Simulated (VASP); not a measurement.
Pb:

```
Pb
1.0
     3.48000    0.00000    0.00000
    -1.74000    3.01377    0.00000
     0.00000    0.00000    5.59000
Pb
2
Direct
  0.33333 0.66667 0.25000
  0.66667 0.33333 0.75000
```

This isn't the form of Pb at room conditions, which is fcc.

* Program: VASP 6.6.1
* Task: relaxation of cell and atoms
* Functional: LDA
* Potentials or basis: VASP PAW LDA potentials, release 64 (Pb_d)
* Cutoff: 600 eV
* k mesh: 14 × 14 × 8
* Occupations: fermi-dirac, width 0.05 eV
* Spin: no spin polarisation

At the start: pressure -0.6 GPa; volume 29.31 Å³/atom.

Q: How do energy, volume and symmetry change on relaxing?

A: Over 37 steps the energy falls by 5.3 meV/atom and the volume is 28.89 Å³/atom (-1.4 %); space group P6_3/mmc (No. 194, to 0.1 Å) before and after.

Step by step:
| step | energy change (eV) | largest force (eV/Å) | pressure (GPa) | volume (Å³) |
| --- | --- | --- | --- | --- |
| 1 | 0.0000 | 0.0000 | -0.55 | 58.63 |
| 2 | -0.0071 | 0.0000 | 0.12 | 57.77 |
| 3 | -0.0084 | 0.0000 | 0.55 | 57.26 |
| 4 | -0.0107 | 0.0000 | 0.02 | 57.79 |
| 5 | -0.0107 | 0.0000 | 0.03 | 57.77 |
| 6 | -0.0107 | 0.0000 | 0.03 | 57.76 |
| 7 | -0.0107 | 0.0000 | 0.04 | 57.75 |
| 8 | -0.0107 | 0.0000 | 0.02 | 57.80 |
| 9 | -0.0107 | 0.0000 | 0.04 | 57.80 |
| 10 | -0.0107 | 0.0000 | 0.01 | 57.80 |
| 11 | -0.0107 | 0.0000 | 0.00 | 57.80 |
| 12 | -0.0107 | 0.0000 | -0.01 | 57.80 |
| 13 | -0.0107 | 0.0000 | 0.02 | 57.78 |
| 14 | -0.0107 | 0.0000 | 0.02 | 57.78 |
| 15 | -0.0107 | 0.0000 | 0.01 | 57.78 |
| 16 | -0.0107 | 0.0000 | 0.02 | 57.78 |
| 17 | -0.0107 | 0.0000 | 0.03 | 57.78 |
| 18 | -0.0107 | 0.0000 | 0.04 | 57.78 |
| 19 | -0.0107 | 0.0000 | 0.03 | 57.78 |
| 20 | -0.0107 | 0.0000 | 0.02 | 57.84 |
| 21 | -0.0107 | 0.0000 | -0.10 | 57.93 |
| 22 | -0.0107 | 0.0000 | -0.04 | 57.85 |
| 23 | -0.0107 | 0.0000 | -0.04 | 57.84 |
| 24 | -0.0107 | 0.0000 | -0.02 | 57.84 |
| 25 | -0.0107 | 0.0000 | -0.04 | 57.84 |
| 26 | -0.0107 | 0.0000 | -0.02 | 57.78 |
| 27 | -0.0107 | 0.0000 | 0.04 | 57.71 |
| 28 | -0.0107 | 0.0000 | 0.09 | 57.75 |
| 29 | -0.0107 | 0.0000 | 0.06 | 57.78 |
| 30 | -0.0107 | 0.0000 | 0.03 | 57.78 |
| 31 | -0.0107 | 0.0000 | 0.03 | 57.82 |
| 32 | -0.0107 | 0.0000 | -0.12 | 57.94 |
| 33 | -0.0107 | 0.0000 | -0.09 | 57.84 |
| 34 | -0.0107 | 0.0000 | -0.03 | 57.83 |
| 35 | -0.0107 | 0.0000 | -0.04 | 57.82 |
| 36 | -0.0107 | 0.0000 | -0.03 | 57.82 |
| 37 | -0.0107 | 0.0000 | -0.01 | 57.78 |

Final structure:
```
CELL_PARAMETERS angstrom
3.41865 0.00000 0.00000
-1.70933 2.96064 0.00000
0.00000 0.00000 5.70916
ATOMIC_POSITIONS crystal
Pb 0.33333 0.66667 0.25000
Pb 0.66667 0.33333 0.75000
```
